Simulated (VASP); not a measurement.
# SiC (P6_3mc) in VASP: further runs

Aim: see how the results for SiC move with the level of theory and the settings. Levels: HSE06, PBE. Tasks: single point, relaxation of shape and atoms at fixed volume.

Everything below comes from runs of VASP 6.6.1. Logs are shortened: lines on timing, memory, paths and dates and some standing lists are left out, and cuts for length are marked.

## (1) The cell of the first run

Symmetry: P6_3mc, No. 186, hexagonal system. The conventional cell has a = 3.092 Å, b = 3.092 Å, c = 5.074 Å, α = 90.00°, β = 90.00°, γ = 120.00°. Within 2.5 Å of Si (site symmetry 3m) lie 4 C at 1.89 to 1.91 Å. C (site symmetry 3m) has 4 Si at 1.89 to 1.91 Å within 2.5 Å.

## (2) Single point, HSE06

POSCAR reads:

```
SiC
1.0
    3.0917665529      0.0000000000      0.0000000000
   -1.5458832765      2.6775483774      0.0000000000
    0.0000000000      0.0000000000      5.0740210532
Si C
2 2
Direct
    0.3333333333      0.6666666667      0.0045635119
    0.6666666667      0.3333333333      0.5045635119
    0.3333333333      0.6666666667      0.3804364881
    0.6666666667      0.3333333333      0.8804364881
```

INCAR.step1 reads:

```
PREC = Accurate
ENCUT = 520
EDIFF = 1E-5
ISMEAR = 0
SIGMA = 0.02
LREAL = False
LASPH = True
NELM = 120
ALGO = Normal
ISIF = 2
LWAVE = True
LCHARG = False
GGA = PE
NBANDS = 16
GGA_COMPAT = False
```

INCAR.step2 reads:

```
PREC = Accurate
ENCUT = 520
EDIFF = 1E-6
ISMEAR = 0
SIGMA = 0.02
LREAL = False
LASPH = True
NELM = 120
ALGO = Normal
ISIF = 2
LWAVE = False
LCHARG = False
GGA = PE
LHFCALC = True
HFSCREEN = 0.2079
PRECFOCK = Normal
ISTART = 1
NBANDS = 16
GGA_COMPAT = False
```

KPOINTS reads:

```
Automatic mesh
0
Gamma
  6 6 4
```

Potentials or basis: VASP PAW PBE potentials, release 64 (Si, C).

On the command line:

```console
> cat potpaw_PBE.64/Si/POTCAR potpaw_PBE.64/C/POTCAR > POTCAR
> cp INCAR.step1 INCAR
> mpirun -np 1 vasp_std > vasp.out
> cp INCAR.step2 INCAR
> mpirun -np 1 vasp_std > vasp.out
```

OUTCAR:

```text
PREC = Accurate
   ENCUT = 520
   EDIFF = 1E-6
   ISMEAR = 0
   LREAL = False
   LASPH = True
   NELM = 120
   ISIF = 2
   GGA = PE
   LHFCALC = True
   HFSCREEN = 0.2079
   PRECFOCK = Normal
   ISTART = 1

 ion  position               nearest neighbor table
   1  0.333  0.667  0.005-   4 1.89   4 1.89   4 1.89   3 1.91   2 3.10   2 3.10   2 3.10   2 3.10
                             2 3.10   2 3.10
   2  0.667  0.333  0.505-   3 1.89   3 1.89   3 1.89   4 1.91   1 3.10   1 3.10   1 3.10   1 3.10
                             1 3.10   1 3.10
   3  0.333  0.667  0.380-   2 1.89   2 1.89   2 1.89   1 1.91
   4  0.667  0.333  0.880-   1 1.89   1 1.89   1 1.89   2 1.91

  LATTYP: Found a hexagonal cell.
 ALAT       =     3.0917665529
 C/A-ratio  =     1.6411397712

  Lattice vectors:

 A1 = (   3.0917665529,   0.0000000000,   0.0000000000)
 A2 = (  -1.5458832765,   2.6775483774,   0.0000000000)
 A3 = (   0.0000000000,   0.0000000000,   5.0740210532)

Analysis of symmetry for initial positions (statically):
=====================================================================
 Subroutine PRICEL returns:
 Original cell was already a primitive cell.

 Routine SETGRP: Setting up the symmetry group for a
 hexagonal supercell.

 Subroutine GETGRP returns: Found 12 space group operations
 (whereof  6 operations were pure point group operations)
 out of a pool of 24 trial point group operations.

The static configuration has the point symmetry C_3v.
 The point group associated with its full space group is C_6v.

Analysis of symmetry for dynamics (positions and initial velocities):
=====================================================================
 Subroutine PRICEL returns:
 Original cell was already a primitive cell.

 Routine SETGRP: Setting up the symmetry group for a
 hexagonal supercell.

 Subroutine GETGRP returns: Found 12 space group operations
 (whereof  6 operations were pure point group operations)
 out of a pool of 24 trial point group operations.

The dynamic configuration has the point symmetry C_3v.
 The point group associated with its full space group is C_6v.

 Subroutine INISYM returns: Found 12 space group operations
 (whereof  6 operations are pure point group operations),
 and found     1 'primitive' translations

----------------------------------------------------------------------------------------

                                     Primitive cell

  volume of cell :      42.0045

  direct lattice vectors                    reciprocal lattice vectors
     3.091766553  0.000000000  0.000000000     0.323439685  0.186737989  0.000000000
    -1.545883276  2.677548377  0.000000000     0.000000000  0.373475978  0.000000000
     0.000000000  0.000000000  5.074021053     0.000000000  0.000000000  0.197082351

  length of vectors
     3.091766553  3.091766553  5.074021053     0.373475978  0.373475978  0.197082351

  position of ions in fractional coordinates (direct lattice)
     0.333333333  0.666666667  0.004563512
     0.666666667  0.333333333  0.504563512
     0.333333333  0.666666667  0.380436488
     0.666666667  0.333333333  0.880436488

  ion indices of the primitive-cell ions
   primitive index   ion index
                 1           1
                 2           2
                 3           3
                 4           4

----------------------------------------------------------------------------------------

 KPOINTS: Automatic mesh

Automatic generation of k-mesh.
 Grid dimensions read from file:
 generate k-points for:    6    6    4

 Generating k-lattice:

  Cartesian coordinates                     Fractional coordinates (reciprocal lattice)
     0.053906614  0.031122998  0.000000000     0.166666667  0.000000000  0.000000000
     0.000000000  0.062245996  0.000000000     0.000000000  0.166666667  0.000000000
     0.000000000  0.000000000  0.049270588     0.000000000  0.000000000  0.250000000

  Length of vectors
     0.062245996  0.062245996  0.049270588

  Shift w.r.t. Gamma in fractional coordinates (k-lattice)
     0.000000000  0.000000000  0.000000000

 Subroutine IBZKPT returns following result:
 ===========================================

 Found     21 irreducible k-points:

 Following reciprocal coordinates:
            Coordinates               Weight
  0.000000  0.000000  0.000000      1.000000
  0.166667 -0.000000  0.000000      6.000000
  0.333333 -0.000000  0.000000      6.000000
  0.500000 -0.000000  0.000000      3.000000
  0.166667  0.166667  0.000000      6.000000
  0.333333  0.166667  0.000000     12.000000
[... 13 lines left out ...]
  0.333333  0.166667  0.500000     12.000000
  0.333333  0.333333  0.500000      2.000000
   k-points           NKPTS =     21   k-points in BZ     NKDIM =    144   number of bands    NBANDS=     16
   number of dos      NEDOS =    301   number of ions     NIONS =      4
   total plane-waves  NPLWV =  23040
   dimension x,y,z NGX =    24 NGY =   24 NGZ =   40
   dimension x,y,z NGXF=    48 NGYF=   48 NGZF=   80
   ions per type =               2   2
   NGX,Y,Z   is equivalent  to a cutoff of  12.90, 12.90, 13.11 a.u.
   NGXF,Y,Z  is equivalent  to a cutoff of  25.81, 25.81, 26.21 a.u.
 SYSTEM =  unknown system
   PREC   = accura    normal or accurate (medium, high low for compatibility)
   ISTART =      1    job   : 0-new  1-cont  2-samecut
   ICHARG =      0    charge: 1-file 2-atom 10-const
   ISPIN  =      1    spin polarized calculation?
   LNONCOLLINEAR =      F non collinear calculations
   LSORBIT =      F    spin-orbit coupling
   LASPH  =      T    aspherical Exc in radial PAW
   ENCUT  =  520.0 eV  38.22 Ry    6.18 a.u.   5.75  5.75  9.43*2*pi/ulx,y,z
   NELM   =    120;   NELMIN=  2; NELMDL=  0     # of ELM steps
   EDIFF  = 0.1E-05   stopping-criterion for ELM
   LREAL  =      F    real-space projection
   EDIFFG = 0.1E-04   stopping-criterion for IOM
   NSW    =      0    number of steps for IOM
   IBRION =     -1    ionic relax: 0-MD 1-quasi-New 2-CG
   NFREE  =      0    steps in history (QN), initial steepest desc. (CG)
   ISIF   =      2    stress and relaxation
   ISYM   =      3    0-nonsym 1-usesym 2-fastsym
   POTIM  = 0.5000    time-step for ionic-motion
   TEBEG  =    0.0;   TEEND  =   0.0 temperature during run
   PSTRESS=    0.0 pullay stress
   NELECT =      16.0000    total number of electrons
   NUPDOWN=      -1.0000    fix difference up-down
   EMIN   =  10.00;   EMAX   =-10.00  energy-range for DOS
   EFERMI =   0.00;   METHOD = LEGACY
   ISMEAR =     0;   SIGMA  =   0.02  broadening in eV -4-tet -1-fermi 0-gaus
   EFERMI_NEDOS =   21; number of points for ismear=-14 and -15
   IALGO  =     38    algorithm
   IMIX   =      1    mixing-type and parameters
     AMIX     =   0.40;   BMIX     =  1.00
     AMIX_MAG =   1.60;   BMIX_MAG =  1.00
  volume/ion in A,a.u.               =      10.50        70.87
  Fermi-wavevector in a.u.,A,eV,Ry     =   1.186723  2.242581 19.161244  1.408312
  Thomas-Fermi vector in A             =   2.322890
   LORBIT       =      0    0 simple, 1 ext, 2 COOP (PROOUT), +10 PAW based schemes
   GGA     = PE    functional components
   LHFCALC =     T    Hartree Fock is set to
   PRECFOCK=normal    Normal, Fast or Accurate (Low or Medium for compatibility)
   ENCUT4O =  -1.0   cutoff for four orbital integrals eV
   NKREDX  =     1    reduce k-point grid by
   NKREDY  =     1    reduce k-point grid by
   NKREDZ  =     1    reduce k-point grid by
   AEXX    =    0.2500 exact exchange contribution
   HFSCREEN=    0.2079 screening length (either q_TF or 0.3 A-1)
   HFSCREENC=   0.2079 screening length for correlation (either q_TF or 0.3 A-1)
   ENCUTFOCK=  -1.0 apply spherical cutoff to Coloumb kernel
   IVDW    =     0    specifies the selected vdW correction
   LEPSILON=     F    determine dielectric tensor
   LRPA    =     F    only Hartree local field effects (RPA)
 non-spin polarized calculation
 Gauss-broadening in eV      SIGMA  =   0.02
  energy-cutoff  :      520.00
  volume of cell :       42.00
 maximum number of plane-waves:      1170
 NGX is ok and might be reduce to    24
  NGX = 18; NGY = 18; NGZ = 30

 number of electron      16.0000000 magnetization

 Free energy of the ion-electron system (eV)
  ---------------------------------------------------
  ext. energy  EPLUGINS =         0.00000000
  ---------------------------------------------------
  free energy    TOTEN  =       -34.81681092 eV

  energy without entropy =      -34.81681092  energy(sigma->0) =      -34.81681092

 E-fermi :   7.5925     XC(G=0):  -9.2993

 val. band max:        7.4960592945   @ k =   0.0000   0.0000   0.0000
 cond. band min:      10.6855677477   @ k =   0.3333   0.3333   0.0000
 fundamental gap:      3.1895084532
 Fermi energy:         7.5925049411

 k-point     1 :       0.0000    0.0000    0.0000
  band No.  band energies     occupation
      1      -9.5480      2.00000
      2      -5.7604      2.00000
      3      -1.9447      2.00000
      4       6.0421      2.00000
      5       6.0421      2.00000
      6       7.3829      2.00000
[... 8 lines left out ...]
     15      17.7366      0.00000
     16      20.3681      0.00000

 k-point     2 :       0.1667   -0.0000    0.0000
  band No.  band energies     occupation
      1      -9.0338      2.00000
      2      -5.3292      2.00000
      3      -1.4717      2.00000
      4       3.7158      2.00000
      5       5.3059      2.00000
      6       5.7706      2.00000
[... 8 lines left out ...]
     15      18.2944      0.00000
     16      18.7467      0.00000

 k-point     3 :       0.3333   -0.0000    0.0000
  band No.  band energies     occupation
      1      -7.5664      2.00000
      2      -4.3166      2.00000
      3      -0.6086      2.00000
      4       0.7907      2.00000
      5       2.6977      2.00000
      6       4.2774      2.00000
[... 8 lines left out ...]
     15      19.8128      0.00000
     16      21.1145      0.00000
[... 305 lines left out ...]
 k-point    20 :       0.3333    0.1667    0.5000
  band No.  band energies     occupation
      1      -5.2533      2.00000
      2      -5.2533      2.00000
      3      -0.6798      2.00000
      4      -0.6798      2.00000
      5       3.0856      2.00000
      6       3.0856      2.00000
[... 8 lines left out ...]
     15      20.6737      0.00000
     16      20.6737      0.00000

 k-point    21 :       0.3333    0.3333    0.5000
  band No.  band energies     occupation
      1      -4.4596      2.00000
      2      -4.4596      2.00000
      3      -0.9423      2.00000
      4      -0.9423      2.00000
      5       1.4384      2.00000
      6       1.4384      2.00000
[... 8 lines left out ...]
     15      20.4402      0.00000
     16      20.4402      0.00000

------------------------ aborting loop because EDIFF is reached ----------------------------------------

  FORCE on cell =-STRESS in cart. coord.  units (eV):
  Direction    XX          YY          ZZ          XY          YZ          ZX
  --------------------------------------------------------------------------------------
  -------------------------------------------------------------------------------------
  Total       -1.2964210     -1.2964210     -1.3675394      0.0000000      0.0000000      0.0000000
  in kB      -49.4493220    -49.4493220    -52.1619889      0.0000000      0.0000000      0.0000000
  external PRESSURE =     -50.3535443 kB  Pullay stress =       0.0000000 kB

 VOLUME and BASIS-vectors are now :
 -----------------------------------------------------------------------------
  energy-cutoff  :      520.00
  volume of cell :       42.00
      direct lattice vectors                 reciprocal lattice vectors
     3.091766553  0.000000000  0.000000000     0.323439685  0.186737989  0.000000000
    -1.545883276  2.677548377  0.000000000     0.000000000  0.373475978  0.000000000
     0.000000000  0.000000000  5.074021053     0.000000000  0.000000000  0.197082351

 POSITION                                       TOTAL-FORCE (eV/Angst)
 -----------------------------------------------------------------------------------
     -0.00000      1.78503      0.02316        -0.000000     -0.000000     -0.017029
      1.54588      0.89252      2.56017         0.000000      0.000000     -0.017029
     -0.00000      1.78503      1.93034        -0.000000      0.000000      0.017029
      1.54588      0.89252      4.46735         0.000000      0.000000      0.017029
 -----------------------------------------------------------------------------------
    total drift:                                0.000000     -0.000001     -0.000016

  FREE ENERGIE OF THE ION-ELECTRON SYSTEM (eV)
  ---------------------------------------------------
  free  energy   TOTEN  =       -34.8168109216 eV

  energy  without entropy=      -34.8168109216  energy(sigma->0) =      -34.81681092
```

Wall time 26 min (1 thread of Intel Xeon Platinum 8259CL at 2.50GHz (Skylake/Cascade Lake), shared host); peak memory 0.27 GiB.

What came out:

```yaml
Free_energy: -34.8168 eV
Pressure: -5.0 GPa
Largest_force: 0.017 eV/Å
Band_gap_on_the_k_mesh: 3.19 eV (least direct gap 5.03 eV)
```

Forces in eV/Å, atoms in the order of the input:
```
Si   0.000  0.000 -0.017
Si   0.000  0.000 -0.017
C    0.000  0.000  0.017
C    0.000  0.000  0.017
```

Stress tensor (GPa, compression positive):
```
-4.94  0.00  0.00
 0.00 -4.94  0.00
 0.00  0.00 -5.22
```

Levels at points of the mesh, in eV from the valence-band top:
```
           k point  band 6  band 7  band 8  band 9  band 10  band 11
(0.00, 0.00, 0.00)   -0.11    0.00    0.00    5.82     7.30     7.79
(0.50, 0.00, 0.00)   -3.62   -3.47   -1.32    3.71     5.24     7.99
(0.00, 0.00, 0.50)   -0.79   -0.79   -0.79    6.97     6.97     8.52
(0.50, 0.00, 0.50)   -2.67   -2.53   -2.53    4.24     4.24     6.30
```

Caveat: the cell stands under tension; the PAW data sets were made with another functional, which shifts forces and pressure a little. A k mesh can miss the band edges.

[end of part 1 of 2]
